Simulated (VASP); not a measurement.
# BePt (R-3m) in VASP: further runs, part 2 of 3

VASP 6.6.1. Earlier steps stand in the parts before.

### Step 3. Relaxation of cell and atoms, PBE

This run uses another cell than the first one, of 11.05 Å³/atom, 0.900 times its volume.

INCAR

```
SYSTEM = BePt
PREC = Accurate
ENCUT = 600
EDIFF = 1E-7
ISMEAR = 0
SIGMA = 0.1
LREAL = .False.
LASPH = .True.
NELM = 100
ALGO = Fast
ISIF = 3
LWAVE = .False.
LCHARG = .False.
GGA = PE
IBRION = 2
NSW = 90
EDIFFG = -0.04
```

KPOINTS

```
Automatic mesh
0
Gamma
  6 6 6
  0 0 0
```

POSCAR

```
BePt
1.0
    1.2606771920      0.7278523162      4.0154903154
   -1.2606771920      0.7278523162      4.0154903154
    0.0000000000     -1.4557046323      4.0154903154
Be Pt
1 1
Direct
    0.0000000000      0.0000000000      0.0000000000
    0.5000000000      0.5000000000      0.5000000000
```

Potentials or basis: VASP PAW PBE potentials, release 64 (Be, Pt).

On the command line:

```sh
$ cat potpaw_PBE.64/Be/POTCAR potpaw_PBE.64/Pt/POTCAR > POTCAR
$ mpirun -np 1 vasp_std > vasp.out
```

OUTCAR:

```text
SYSTEM = BePt
   PREC = Accurate
   ENCUT = 600
   EDIFF = 1E-7
   ISMEAR = 0
   LREAL = .False.
   LASPH = .True.
   NELM = 100
   ISIF = 3
   GGA = PE
   IBRION = 2
   NSW = 90
   EDIFFG = -0.04

 ion  position               nearest neighbor table
   1  0.000  0.000  0.000-   2 2.48   2 2.48   2 2.48   2 2.48   2 2.48   2 2.48
   2  0.500  0.500  0.500-   1 2.48   1 2.48   1 2.48   1 2.48   1 2.48   1 2.48

  LATTYP: Found a trigonal (rhomboedric) cell.
 ALAT       =     4.2712104197
 COS(alpha) =     0.8257648184

  Lattice vectors:

 A1 = (   1.2606771920,   0.7278523162,   4.0154903154)
 A2 = (  -1.2606771920,   0.7278523162,   4.0154903154)
 A3 = (   0.0000000000,  -1.4557046323,   4.0154903154)

Analysis of symmetry for initial positions (statically):
=====================================================================
 Subroutine PRICEL returns:
 Original cell was already a primitive cell.

 Routine SETGRP: Setting up the symmetry group for a
 trigonal (rhombohedral) supercell.

 Subroutine GETGRP returns: Found 12 space group operations
 (whereof 12 operations were pure point group operations)
 out of a pool of 12 trial point group operations.

The static configuration has the point symmetry D_3d.

Analysis of symmetry for dynamics (positions and initial velocities):
=====================================================================
 Subroutine PRICEL returns:
 Original cell was already a primitive cell.

 Routine SETGRP: Setting up the symmetry group for a
 trigonal (rhombohedral) supercell.

 Subroutine GETGRP returns: Found 12 space group operations
 (whereof 12 operations were pure point group operations)
 out of a pool of 12 trial point group operations.

The dynamic configuration has the point symmetry D_3d.

 Subroutine INISYM returns: Found 12 space group operations
 (whereof 12 operations are pure point group operations),
 and found     1 'primitive' translations

----------------------------------------------------------------------------------------

[... 102 lines left out ...]
   PSTRESS=    0.0 pullay stress
   NELECT =      12.0000    total number of electrons
   NUPDOWN=      -1.0000    fix difference up-down
   EMIN   =  10.00;   EMAX   =-10.00  energy-range for DOS
   EFERMI =   0.00;   METHOD = LEGACY
   ISMEAR =     0;   SIGMA  =   0.10  broadening in eV -4-tet -1-fermi 0-gaus
   EFERMI_NEDOS =   21; number of points for ismear=-14 and -15
   IALGO  =     68    algorithm
   IMIX   =      4    mixing-type and parameters
     AMIX     =   0.40;   BMIX     =  1.00
     AMIX_MAG =   1.60;   BMIX_MAG =  1.00
  volume/ion in A,a.u.               =      11.05        74.59
  Fermi-wavevector in a.u.,A,eV,Ry     =   1.335435  2.523607 24.264466  1.783388
  Thomas-Fermi vector in A             =   2.464140
   LORBIT       =      0    0 simple, 1 ext, 2 COOP (PROOUT), +10 PAW based schemes
   GGA     = PE    functional components
   LHFCALC =     F    Hartree Fock is set to
   AEXX    =    0.0000 exact exchange contribution
   IVDW    =     0    specifies the selected vdW correction
   LEPSILON=     F    determine dielectric tensor
   LRPA    =     F    only Hartree local field effects (RPA)
 conjugate gradient relaxation of ions
 non-spin polarized calculation
 RMM-DIIS sequential band-by-band and
 Gauss-broadening in eV      SIGMA  =   0.10
  energy-cutoff  :      600.00
  volume of cell :       22.11
 maximum number of plane-waves:       753
 NGX is ok and might be reduce to    36
   NGX = 17   NGY = 17   NGZ = 17

--------------------------------------- Ionic step        1  -------------------------------------------

 number of electron      12.0000000 magnetization

 Free energy of the ion-electron system (eV)
  ---------------------------------------------------
  ext. energy  EPLUGINS =         0.00000000
  ---------------------------------------------------
  free energy    TOTEN  =       -10.00585749 eV

  energy without entropy =      -10.00217865  energy(sigma->0) =      -10.00401807

 E-fermi :  10.8418     XC(G=0): -12.6189

 val. band max:       10.8363062453   @ k =  -0.3333   0.3333   0.1667
 cond. band min:      11.0165318600   @ k =   0.5000   0.5000   0.0000
 fundamental gap:      0.1802256147
 Fermi energy:        10.8417967923

 k-point     1 :       0.0000    0.0000    0.0000
  band No.  band energies     occupation
      1      -0.6245      2.00000
      2       3.0642      2.00000
      3       6.2873      2.00000
      4       6.2873      2.00000
      5       8.4098      2.00000
      6       9.7010      2.00000
      7       9.7010      2.00000
      8      15.9557      0.00000
      9      23.6366      0.00000
     10      23.6366      0.00000
[... 586 lines left out ...]
--------------------------------------- Ionic step        9  -------------------------------------------

 number of electron      12.0000000 magnetization

 Free energy of the ion-electron system (eV)
  ---------------------------------------------------
  ext. energy  EPLUGINS =         0.00000000
  ---------------------------------------------------
  free energy    TOTEN  =       -10.73540016 eV

  energy without entropy =      -10.72893300  energy(sigma->0) =      -10.73216658

 E-fermi :   9.3606     XC(G=0): -12.1042

 val. band max:        9.3501627953   @ k =   0.5000   0.5000   0.0000
 cond. band min:       9.3962274293   @ k =   0.5000   0.1667   0.0000
 fundamental gap:      0.0460646340
 Fermi energy:         9.3605884557

 k-point     1 :       0.0000    0.0000    0.0000
  band No.  band energies     occupation
      1      -1.1895      2.00000
      2       3.2069      2.00000
      3       5.3766      2.00000
      4       5.3766      2.00000
      5       7.2626      2.00000
      6       7.2626      2.00000
      7       8.9232      2.00000
      8      17.4283      0.00000
      9      18.8776      0.00000
     10      18.8776      0.00000
[... 328 lines left out ...]
  FREE ENERGIE OF THE ION-ELECTRON SYSTEM (eV)
  ---------------------------------------------------
  free  energy   TOTEN  =       -10.7354001602 eV

  energy  without entropy=      -10.7289330035  energy(sigma->0) =      -10.73216658

 reached required accuracy - stopping structural energy minimisation
```

Run time: 1.9 min. Hardware: 1 thread of Intel Xeon Platinum 8488C (Sapphire Rapids), shared host; peak memory 0.23 GiB.

What came out:

* Free energy: -10.7354 eV
* Relaxed volume: 12.29 Å³/atom
* Relaxed cell: a = 3.999 Å, b = 3.999 Å, c = 3.999 Å, α = 40.74°, β = 40.74°, γ = 40.74°
* Space group after relaxing (to 0.05 Å): R-3m (No. 166)
* Energy gained by relaxing: 364.8 meV/atom
* Ionic steps: 9
* Pressure after relaxing: -0.2 GPa
* Band gap on the k mesh: zero (band 6 reaches 10.37 eV, above the bottom of band 7 at 7.31 eV)

Stress tensor (GPa, compression positive):
```
-0.08  0.00  0.00
 0.00 -0.08  0.00
 0.00  0.00 -0.41
```

The path:
```
step  energy change (eV)  largest force (eV/Å)  pressure (GPa)  volume (Å³)
   1              0.0000                0.0000           40.73        22.11
   2              0.0701                0.0000          -27.25        31.89
   3             -0.6028                0.0000           -8.14        26.00
   4             -0.6039                0.0000           -7.28        25.87
   5             -0.6041                0.0000           -6.65        25.78
   6             -0.7203                0.0000            0.90        24.50
   7             -0.7247                0.0000            2.82        24.22
   8             -0.7287                0.0000           -1.38        24.73
   9             -0.7295                0.0000           -0.19        24.58
```

Final structure:
```xyz
2
Lattice="1.3920 0.8037 3.6614 -1.3920 0.8037 3.6614 0.0000 -1.6073 3.6614" Properties=species:S:1:pos:R:3 pbc="T T T"
Be    0.0000    0.0000    0.0000
Pt    0.0000    0.0000    5.4921
```

Caveat: the k points lie up to 0.44 Å⁻¹ apart in the final cell; spin-orbit coupling is left out, which moves the levels of the heavy elements.

[end of part 2 of 3]
